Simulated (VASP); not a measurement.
# Zr3H in VASP: further runs, part 2 of 2

VASP 6.6.1. The steps go on from the part before.

## 3. Single point, LDA

The input, INCAR:

```
SYSTEM = Zr3H
PREC = Accurate
ENCUT = 520
EDIFF = 1E-6
ISMEAR = 0
SIGMA = 0.1
LREAL = .False.
LASPH = .True.
NELM = 60
ALGO = Normal
ISIF = 2
LWAVE = .False.
LCHARG = .True.
LDIPOL = .True.
IDIPOL = 3
DIPOL = 0.5 0.5 0.357
GGA = CA
LELF = .True.
LVHAR = .True.
LVACPOTAV = .True.
NBANDS = 26
```

The input, KPOINTS:

```
regular mesh
0
Gamma
  9 9 1
  0 0 0
```

The input, POSCAR:

```
Zr3H
1.0
    3.1232946755      0.0000000000      0.0000000000
    0.0000000000      3.1232946755      0.0000000000
    0.0000000000      0.0000000000     21.1739130820
Zr H
3 1
Direct
    0.5000000000      0.5000000000      0.1889117040
    0.0000000000      0.0000000000      0.2874811557
    0.5000000000      0.5000000000      0.3860369621
    0.5000000000      0.5000000000      0.5659753601
```

Potentials or basis: VASP PAW LDA potentials, release 64 (Zr_sv, H).

Started as:

```sh
> cat potpaw_LDA.64/Zr_sv/POTCAR potpaw_LDA.64/H/POTCAR > POTCAR
> mpirun -np 1 vasp_std > vasp.out
```

OUTCAR:

```text
SYSTEM = Zr3H
   PREC = Accurate
   ENCUT = 520
   EDIFF = 1E-6
   ISMEAR = 0
   LREAL = .False.
   LASPH = .True.
   NELM = 60
   ISIF = 2
   GGA = CA

 ion  position               nearest neighbor table
   1  0.500  0.500  0.189-   2 3.04   2 3.04   2 3.04   2 3.04
   2  0.000  0.000  0.287-   3 3.04   3 3.04   3 3.04   3 3.04   1 3.04   1 3.04   1 3.04   1 3.04

   3  0.500  0.500  0.386-   2 3.04   2 3.04   2 3.04   2 3.04
   4  0.500  0.500  0.566-

  LATTYP: Found a simple tetragonal cell.
 ALAT       =     3.1232946755
 C/A-ratio  =     6.7793517045

  Lattice vectors:

 A1 = (   3.1232946755,   0.0000000000,   0.0000000000)
 A2 = (   0.0000000000,   3.1232946755,   0.0000000000)
 A3 = (   0.0000000000,   0.0000000000,  21.1739130820)

Analysis of symmetry for initial positions (statically):
=====================================================================
 Subroutine PRICEL returns:
 Original cell was already a primitive cell.

 Routine SETGRP: Setting up the symmetry group for a
 simple tetragonal supercell.
[... 165 lines left out ...]

 E-fermi :  -0.4124     XC(G=0):  -5.2389

 val. band max:       -0.4155721631   @ k =   0.4444   0.1111   0.0000
 cond. band min:      -0.3684150613   @ k =   0.3333   0.2222   0.0000
 fundamental gap:      0.0471571017
 Fermi energy:        -0.4124374204

 k-point     1 :       0.0000    0.0000    0.0000
  band No.  band energies     occupation
      1     -49.1027      2.00000
      2     -48.9424      2.00000
      3     -48.3790      2.00000
      4     -27.5480      2.00000
      5     -27.2815      2.00000
      6     -26.9442      2.00000
[... 424 lines left out ...]
     25       3.4277      0.00000
     26       3.6679      0.00000

------------------------ aborting loop because EDIFF is reached ----------------------------------------

  FORCE on cell =-STRESS in cart. coord.  units (eV):
  Direction    XX          YY          ZZ          XY          YZ          ZX
  --------------------------------------------------------------------------------------
  -------------------------------------------------------------------------------------
  Total       -2.2105040     -2.2105040     -1.7021923      0.0000000      0.0000000      0.0000000
  in kB      -17.1464749    -17.1464749    -13.2035935      0.0000000      0.0000000      0.0000000
  external PRESSURE =     -15.8321811 kB  Pullay stress =       0.0000000 kB

 VOLUME and BASIS-vectors are now :
 -----------------------------------------------------------------------------
  energy-cutoff  :      520.00
  volume of cell :      206.55
      direct lattice vectors                 reciprocal lattice vectors
     3.123294675  0.000000000  0.000000000     0.320174721  0.000000000  0.000000000
     0.000000000  3.123294675  0.000000000     0.000000000  0.320174721  0.000000000
     0.000000000  0.000000000 21.173913082     0.000000000  0.000000000  0.047227926

 POSITION                                       TOTAL-FORCE (eV/Angst)
 -----------------------------------------------------------------------------------
      1.56165      1.56165      4.00000        -0.000000     -0.000000     -0.016309
      0.00000      0.00000      6.08710         0.000000     -0.000000     -0.054114
      1.56165      1.56165      8.17391         0.000000     -0.000000      0.556838
      1.56165      1.56165     11.98391         0.000000      0.000000     -0.486415
 -----------------------------------------------------------------------------------
    total drift:                                0.000000     -0.000000      0.000213

  FREE ENERGIE OF THE ION-ELECTRON SYSTEM (eV)
  ---------------------------------------------------
  free  energy   TOTEN  =       -26.6926836842 eV

  energy  without entropy=      -26.6588367374  energy(sigma->0) =      -26.67576021

 vacuum level on the upper side and lower side of the slab         6.148         3.652
```

stdout:

```text
POSCAR found type information on POSCAR ZrH
 POSCAR found :  2 types and       4 ions
 scaLAPACK will be used
 LDA part: xc-table for (Slater(with rela. corr.)+CA(PZ))
 , standard interpolation
 POSCAR, INCAR and KPOINTS ok, starting setup
 FFT: planning ... GRIDC
 FFT: planning ... GRID_SOFT
 FFT: planning ... GRID
 WAVECAR not read
 entering main loop
 -----------------------------------------------------------------------------
|                                                                             |
|           W    W    AA    RRRRR   N    N  II  N    N   GGGG   !!!           |
|           W    W   A  A   R    R  NN   N  II  NN   N  G    G  !!!           |
|           W    W  A    A  R    R  N N  N  II  N N  N  G       !!!           |
|           W WW W  AAAAAA  RRRRR   N  N N  II  N  N N  G  GGG   !            |
|           WW  WW  A    A  R   R   N   NN  II  N   NN  G    G                |
|           W    W  A    A  R    R  N    N  II  N    N   GGGG   !!!           |
|                                                                             |
|     Did not find any points to average over, which means that no vacuum     |
|     field-free region was found. Please increase the size of  your cell     |
|     in the dimension of the dipole correction to obtain accurate            |
|     workfunction values.                                                    |
|                                                                             |
 -----------------------------------------------------------------------------
```

It used 460 s of CPU time on 1 thread of AMD EPYC 7R13 Processor (Zen 3), on a shared host.

What came out:

* Free energy: -26.6927 eV
* Largest force: 0.557 eV/Å

Forces on the atoms (eV/Å):
```
Zr   0.000  0.000 -0.016
Zr   0.000  0.000 -0.054
Zr   0.000  0.000  0.557
H    0.000  0.000 -0.486
```
